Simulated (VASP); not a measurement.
Here is a VASP 6.6.1 calculation.

INCAR

```
PREC = Accurate
ENCUT = 520
EDIFF = 1E-6
ISMEAR = 0
SIGMA = 0.1
LREAL = False
LASPH = True
NELM = 60
ALGO = Normal
ISIF = 2
LWAVE = False
LCHARG = True
LELF = True
LVHAR = True
NBANDS = 25
```

KPOINTS

```
Automatic mesh
0
Gamma
  8 8 8
```

File POSCAR:

```
As2Se
1.0
   -3.4466238333      3.4466238333      2.5998191186
    3.4466238333     -3.4466238333      2.5998191186
    3.4466238333      3.4466238333     -2.5998191186
As Se
4 2
Direct
    0.8750000000      0.1250000000      0.7500000000
    0.3750000000      0.1250000000      0.2500000000
    0.8750000000      0.6250000000      0.7500000000
    0.8750000000      0.1250000000      0.2500000000
    0.5000000000      0.5000000000      0.0000000000
    0.2500000000      0.7500000000      0.5000000000
```

Potentials or basis: VASP PAW LDA potentials, release 64 (As, Se).

The run is started by

```bash
$ cat potpaw_LDA.64/As/POTCAR potpaw_LDA.64/Se/POTCAR > POTCAR
$ mpirun -np 1 vasp_std > vasp.out
```

Q: Estimate the pressure.

A: 0.3 GPa.

Q: What does it give for the band gap on the k mesh?

A: Zero (band 16 reaches 5.82 eV, above the bottom of band 17 at 5.39 eV).

Stress tensor (GPa, compression positive):
```
0.22 0.00 0.00
0.00 0.22 0.00
0.00 0.00 0.41
```
